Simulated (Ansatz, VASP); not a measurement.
PbS in VASP and in Ansatz

File POSCAR:

```
PbS
1.0
    0.0000000000      2.9657500000      2.9657500000
    2.9657500000      0.0000000000      2.9657500000
    2.9657500000      2.9657500000      0.0000000000
Pb S
1 1
Direct
    0.0000000000      0.0000000000      0.0000000000
    0.5000000000      0.5000000000      0.5000000000
```

INCAR.step1

```
PREC = Accurate ; ENCUT = 520
EDIFF = 1E-5 ; ISMEAR = -1
SIGMA = 0.05 ; LREAL = False
LASPH = True ; NELM = 80
ALGO = Normal ; ISIF = 2
LWAVE = True ; LCHARG = False
GGA = PE ; NBANDS = 17
```

File INCAR.step2:

```
PREC = Accurate ; ENCUT = 520
EDIFF = 1E-7 ; ISMEAR = -1
SIGMA = 0.05 ; LREAL = False
LASPH = True ; NELM = 80
ALGO = Normal ; ISIF = 2
LWAVE = False ; LCHARG = False
GGA = PE ; LHFCALC = True
AEXX = 0.5 ; HFSCREEN = 0.2
PRECFOCK = Normal ; ISTART = 1
NBANDS = 17
```

KPOINTS

```
regular mesh
0
Gamma
  4 4 4
```

The input input.yaml:

```yaml
crystal:
  lattice:
    - [0.0, 2.96575, 2.96575]
    - [2.96575, 0.0, 2.96575]
    - [2.96575, 2.96575, 0.0]
  atoms:
    - { symbol: Pb, position: [0.0, 0.0, 0.0] }
    - { symbol: S, position: [0.5, 0.5, 0.5] }
hamiltonian:
  xc: { exchange: pbe, correlation: pbe, exx: { coeff: 0.5, omega: 0.2 } }
  pseudopotentials: { kind: paw }
kpoints:
  mp_grid: { grid: [4, 4, 4] }
scf:
  occupations: { method: fermi_dirac, width: 0.05 }
output:
  forces: true
  stress: true
  eigenvalues: true
  write_density: true
  write_potential: true
  elf: true
  volumetric_format: npy
```

Alike in both runs: task single point; functional PBE-based screened hybrid with a share of 0.5 of exact exchange and HFSCREEN = 0.2; k mesh 4 × 4 × 4; occupations fermi-dirac, width 0.05 eV; no spin polarisation.

|  | VASP | Ansatz |
| --- | --- | --- |
| version | VASP 6.6.1 | Ansatz 0.2.0 |
| potentials or method | VASP PAW PBE potentials, release 64 (Pb_d, S) | Ansatz PAW |
| plane-wave cutoff (eV) | 520 | 420 |
| valence electrons in the cell | 20 | 20 |

Ansatz gave:

| Property | Result |
| --- | --- |
| gap on the k mesh at the Fermi level (eV) | 1.32 |
| least direct gap on the mesh (eV) | 1.32 |
| pressure (GPa) | 0.3 |

**Question.** What did VASP give for the same quantities?

**Answer.** gap on the k mesh at the Fermi level (eV): 1.33; least direct gap on the mesh (eV): 1.33; pressure (GPa): 0.2.

VASP's potentials were made for PBE, not for PBE-based screened hybrid.

The k mesh is coarse, so the values compare programs but aren't converged. Neither program's run includes spin-orbit coupling.
